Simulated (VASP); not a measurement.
**TiC: single point with r2SCAN**

Crystal: TiC.

```xyz
2
Lattice="0.0000 2.1695 2.1695 2.1695 0.0000 2.1695 2.1695 2.1695 0.0000" Properties=species:S:1:pos:R:3 pbc="T T T"
Ti    0.0000    0.0000    0.0000
C     2.1695    2.1695    2.1695
```

```
Program                : VASP 6.6.1
Task                   : single point
Functional             : r2SCAN
Potentials or basis    : VASP PAW PBE potentials, release 64 (Ti_sv, C)
Cutoff                 : 520 eV
k mesh                 : 16 × 16 × 16
Occupations            : gaussian, width 0.1 eV
Spin                   : no spin polarisation
Dipole correction      : no
Further INCAR settings : ALGO = Normal; EDIFF = 1e-07; NBANDS = 15
```

The pressure is -1.1 GPa. The band gap on the k mesh is zero (bands 8 and 9 overlap by 1.31 eV).

Levels at points of the mesh, in eV from the Fermi level:
| k point | band 6 | band 7 | band 8 | band 9 | band 10 | band 11 |
| --- | --- | --- | --- | --- | --- | --- |
| (0.00, 0.00, 0.00) | 0.87 | 0.87 | 0.87 | 1.66 | 1.66 | 1.66 |
| (0.50, 0.00, 0.00) | -6.06 | -3.11 | -3.11 | 3.12 | 3.12 | 4.35 |
| (0.50, 0.50, 0.00) | -3.68 | -1.49 | -0.15 | -0.15 | 2.72 | 3.75 |

Wall time 4 min on 1 thread of Intel Xeon 8259CL (shared host), peak memory 0.18 GiB.

Caveat: the PAW data sets were made with another functional, which shifts forces and pressure a little.
